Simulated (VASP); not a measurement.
Here is a VASP 6.6.1 calculation.

Contents of INCAR:

```
PREC     = Accurate       # precision mode
ENCUT    = 520            # plane-wave cutoff, eV
EDIFF    = 1E-6           # SCF threshold, eV
ISMEAR   = 0              # smearing method
SIGMA    = 0.1            # smearing width, eV
LREAL    = F              # projectors in reciprocal space
LASPH    = T              # aspherical terms in the spheres
NELM     = 150            # most SCF steps
ALGO     = Normal         # electronic algorithm
ISIF     = 2              # what is computed and relaxed
LWAVE    = F              # write WAVECAR
LCHARG   = F              # write CHGCAR
ISPIN    = 2              # spin polarisation
MAGMOM   = 0.01 2.92 -0.21 -0.21 -0.21 # initial moments
LORBIT   = 11             # projections on sites
LMAXMIX  = 4              # l up to which the mixer works
GGA      = PE             # functional
NBANDS   = 33             # bands
```

The input KPOINTS:

```
regular mesh
0
Gamma
  4 4 4
```

Contents of POSCAR:

```
YNbSe3
1.0
    5.0799223800      0.0000000000      0.0000000000
    0.0000000000      5.0799223800      0.0000000000
    0.0000000000      0.0000000000      5.0799223800
Y Nb Se
1 1 3
Direct
    0.0000000000      0.0000000000      0.0000000000
    0.5000000000      0.5000000000      0.5000000000
    0.5000000000      0.0000000000      0.0000000000
    0.0000000000      0.5000000000      0.0000000000
    0.0000000000      0.0000000000      0.5000000000
```

Potentials or basis: VASP PAW PBE potentials, release 64 (Y_sv, Nb_sv, Se).

The run is started by

```sh
$ cat potpaw_PBE.64/Y_sv/POTCAR potpaw_PBE.64/Nb_sv/POTCAR potpaw_PBE.64/Se/POTCAR > POTCAR
$ mpirun -np 1 vasp_std > vasp.out
```

Q: Predict the pressure.

A: 9.7 GPa.

Q: Predict the site moments.

A: Y +0.01; Nb +2.22; Se -0.20 μB.

Caveat: the cell stands under pressure.
